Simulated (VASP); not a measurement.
Wanted: the native input for a VASP 6.6.1 run.

* Task: single point
* Functional: PBE
* Potentials or basis: VASP PAW PBE potentials, release 64 (Be)
* Cutoff: 520 eV
* k mesh: 8 × 8 × 8
* Occupations: gaussian, width 0.1 eV
* Spin: no spin polarisation
* Dipole correction: no
* Further INCAR settings: ALGO = Normal; EDIFF = 1e-06; NBANDS = 10

The structure of Be lies in POSCAR:

```
Be
1.0
   -1.5504184600      1.5504184600      3.8367785300
    1.5504184600     -1.5504184600      3.8367785300
    1.5504184600      1.5504184600     -3.8367785300
Be
3
Direct
    0.3798992300      0.3798992300      0.0000000000
    0.7500000000      0.2500000000      0.5000000000
    0.6201007700      0.6201007700      0.0000000000
```

The cell was generated, and may not be a known phase.

These files were run (other wordings do the same):

INCAR

```
PREC = Accurate
ENCUT = 520
EDIFF = 1E-6
ISMEAR = 0
SIGMA = 0.1
LREAL = F
LASPH = T
NELM = 100
ALGO = Normal
ISIF = 2
LWAVE = F
LCHARG = F
GGA = PE
NBANDS = 10
```

KPOINTS

```
Automatic mesh
0
Gamma
  8 8 8
```

Potentials or basis: VASP PAW PBE potentials, release 64 (Be).

The run is started by

```bash
$ cat potpaw_PBE.64/Be/POTCAR > POTCAR
$ mpirun -np 1 vasp_std > vasp.out
```

It gave:

* Pressure: 17.7 GPa
* Largest force: 0.532 eV/Å
* Band gap on the k mesh: zero (bands 3 and 4 overlap by 3.41 eV)

Caveat: the stress differs along the axes, from 12 to 28 GPa.

Run time: 72 s on 1 thread of Intel Xeon 8259CL, on a shared host, peak memory 0.19 GiB.
